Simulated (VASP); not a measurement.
Input of a VASP 6.6.1 run:

The input INCAR:

```
SYSTEM = LiF
ALGO = Normal
EDIFF = 1E-8
ENCUT = 520
ISIF = 2
ISMEAR = 0
LASPH = .TRUE.
LCALCEPS = .TRUE.
LCHARG = .FALSE.
LMIXTAU = .TRUE.
LREAL = .FALSE.
LWAVE = .FALSE.
METAGGA = R2SCAN
NELM = 60
PREC = Accurate
SIGMA = 0.01
```

KPOINTS

```
k-points
0
G
  9 9 4
  0 0 0
```

Contents of POSCAR:

```
LiF
1.0
    2.7757075872      0.0000000000      0.0000000000
   -1.3878537936      2.4038332840      0.0000000000
    0.0000000000      0.0000000000      4.7826938694
Li F
2 2
Direct
    0.0000000000      0.0000000000      0.0000000000
    0.0000000000      0.0000000000      0.5000000000
    0.3333333333      0.6666666667      0.2500000000
    0.6666666667      0.3333333333      0.7500000000
```

Potentials or basis: VASP PAW PBE potentials, release 64 (Li_sv, F).

Launch:

```console
$ cat potpaw_PBE.64/Li_sv/POTCAR potpaw_PBE.64/F/POTCAR > POTCAR
$ mpirun -np 1 vasp_std > vasp.out
```

Task: Estimate the electronic dielectric tensor (diagonal).

Result: 1.98, 1.98, 2.00.

Task: What does it give for the Born charges (mean of the diagonal)?

Result: Li +1.04; F -1.04 e.

Task: Predict the band gap on the k mesh.

Result: 10.40 eV.

Born effective charge tensors (e):
atom 1, Li
```
1.04 0.00 0.00
0.00 1.04 0.00
0.00 0.00 1.06
```
atom 2, Li
```
1.04 0.00 0.00
0.00 1.04 0.00
0.00 0.00 1.06
```
atom 3, F
```
-1.04  0.00  0.00
 0.00 -1.04  0.00
 0.00  0.00 -1.06
```
atom 4, F
```
-1.04  0.00  0.00
 0.00 -1.04  0.00
 0.00  0.00 -1.06
```

Caveat: an odd mesh through Γ misses points on the zone boundary, where band edges can lie.
